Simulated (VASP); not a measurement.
Set up this calculation in VASP 6.6.1, as the native input.

```
Task                   : single point
Functional             : PBE
Potentials or basis    : VASP PAW PBE potentials, release 64 (B, N)
Cutoff                 : 520 eV
k mesh                 : 8 × 8 × 8
Occupations            : gaussian, width 0.01 eV
Spin                   : no spin polarisation
Dipole correction      : no
Further INCAR settings : ALGO = Normal; EDIFF = 1e-07; NBANDS = 11
```

The structure of BN lies in POSCAR:

```
BN
1.0
   -0.0232776792      1.7225482609      1.7225482609
    1.7225482609     -0.0232776792      1.7225482609
    1.7225482609      1.7225482609     -0.0232776792
B N
1 1
Direct
    0.0000000000      0.0000000000      0.0000000000
    0.5000000000      0.5000000000      0.5000000000
```

This cell differs from its parent crystal: strain along [111] -2.0%.

These files were run (other wordings do the same):

INCAR

```
PREC = Accurate
ENCUT = 520
EDIFF = 1E-7
ISMEAR = 0
SIGMA = 0.01
LREAL = F
LASPH = T
NELM = 60
ALGO = Normal
ISIF = 2
LWAVE = F
LCHARG = T
GGA = PE
LELF = T
LVHAR = T
NBANDS = 11
```

KPOINTS

```
Automatic mesh
0
Gamma
  8 8 8
```

Potentials or basis: VASP PAW PBE potentials, release 64 (B, N).

Launch:

```bash
$ cat potpaw_PBE.64/B/POTCAR potpaw_PBE.64/N/POTCAR > POTCAR
$ mpirun -np 1 vasp_std > vasp.out
```

Results of the run:

| Property | Result |
| --- | --- |
| Pressure | 12.3 GPa |
| Band gap on the k mesh | 1.37 eV, indirect (least direct gap 5.75 eV) |

Caveat: the cell differs from its parent crystal (strain along [111] -2.0%).

Run time: 9.4 s on 1 thread of Intel(R) Xeon(R) Platinum 8259CL CPU @ 2.50GHz (Skylake/Cascade Lake), on a shared host, peak memory 0.11 GiB.
